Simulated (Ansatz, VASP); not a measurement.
One calculation of Ge, two programs

INCAR

```
SYSTEM = Ge
  PREC = Accurate
  ENCUT = 520
  EDIFF = 1E-6
  ISMEAR = -1
  SIGMA = 0.1
  LREAL = .False.
  LASPH = .True.
  NELM = 80
  ALGO = Normal
  ISIF = 2
  LWAVE = .False.
  LCHARG = .False.
  GGA = RE
  NBANDS = 21
```

File KPOINTS:

```
Automatic mesh
0
Gamma
  14 14 10
  0 0 0
```

The input POSCAR:

```
Ge
1.0
   -2.4955974103      2.4983036021      1.3798112434
    2.4983036021     -2.4955974103      1.3798112434
    2.5098391148      2.5098391148     -1.3748548481
Ge
2
Direct
    0.9999091455      0.0000908545      1.0000000000
    0.7500908545      0.2499091455      0.5000000000
```

Input for Ansatz:

```yaml
crystal:
  lattice:
    - [-2.4955974103, 2.4983036021, 1.3798112434]
    - [2.4983036021, -2.4955974103, 1.3798112434]
    - [2.5098391148, 2.5098391148, -1.3748548481]
  atoms:
    - { symbol: Ge, position: [0.9999091455, 9.08545e-05, 1.0] }
    - { symbol: Ge, position: [0.7500908545, 0.2499091455, 0.5] }
hamiltonian:
  xc: revpbe
  pseudopotentials:
    kind: paw
    azcp:
      Ge: "pseudopotentials/Ge.paw.azcp"
basis:
  ecutwfc: 420
  fft_grid_basis: typed
kpoints:
  mp_grid: { grid: [14, 14, 10], shift: [0, 0, 0] }
magnetization:
  spin_polarized: false
scf:
  occupations: { method: fermi_dirac, width: 0.1 }
  lower_state_search: "off"
output:
  stress: true
  write_density: true
  write_potential: true
  elf: true
  volumetric_format: npy
```

Alike in both runs: task single point; functional revPBE; k mesh 14 × 14 × 10; occupations fermi-dirac, width 0.1 eV; no spin polarisation.

|  | VASP | Ansatz |
| --- | --- | --- |
| version | VASP 6.6.1 | Ansatz 0.2.0 |
| potentials or method | VASP PAW PBE potentials, release 64 (Ge_d), cutoff 520 eV | plane waves (420 eV) with PAW, scalar-relativistic |
| valence electrons in the cell | 28 | 28 |

```tsv
	VASP	Ansatz	Ansatz less VASP
pressure (GPa)	10.8	11.0	+0.21
traceless stress, the component that is largest in VASP (GPa)	-0.47	-0.47	-0.002
```

VASP's potentials were made for PBE, not for revPBE.
